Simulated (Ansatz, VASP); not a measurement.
SbMo in VASP and in Ansatz

```
Mo Sb
1.0
     0.00000    2.73008    2.73008
     2.73008    0.00000    2.73008
     2.73008    2.73008    0.00000
Mo Sb
1 1
Direct
  0.50000 0.50000 0.50000
  0.00000 0.00000 0.00000
```

Alike in both runs: task single point; functional r2SCAN; k mesh 10 × 10 × 10; occupations gaussian, width 0.05 eV; no spin polarisation.

|  | VASP | Ansatz |
| --- | --- | --- |
| version | VASP 6.6.1 | Ansatz 0.2.0 |
| potentials or method | VASP PAW PBE potentials, release 64 (Mo_sv, Sb), cutoff 520 eV | scalar-relativistic, plane waves, PAW |
| valence electrons in the cell | 19 | 29 |

VASP gave:

* gap on the k mesh at the Fermi level (eV): none
* pressure (GPa): 2.9

**Question.** Which values does Ansatz return?

**Answer.** gap on the k mesh at the Fermi level (eV): none; pressure (GPa): 2.8.

VASP's potentials were made for PBE, not for r2SCAN. A gap of «none» marks a metal or a gap that the smearing closes. VASP's potentials hold 19 valence electrons a cell and Ansatz's 29, so a difference there can come from the potentials and not from the codes.

Neither program's run includes spin-orbit coupling.
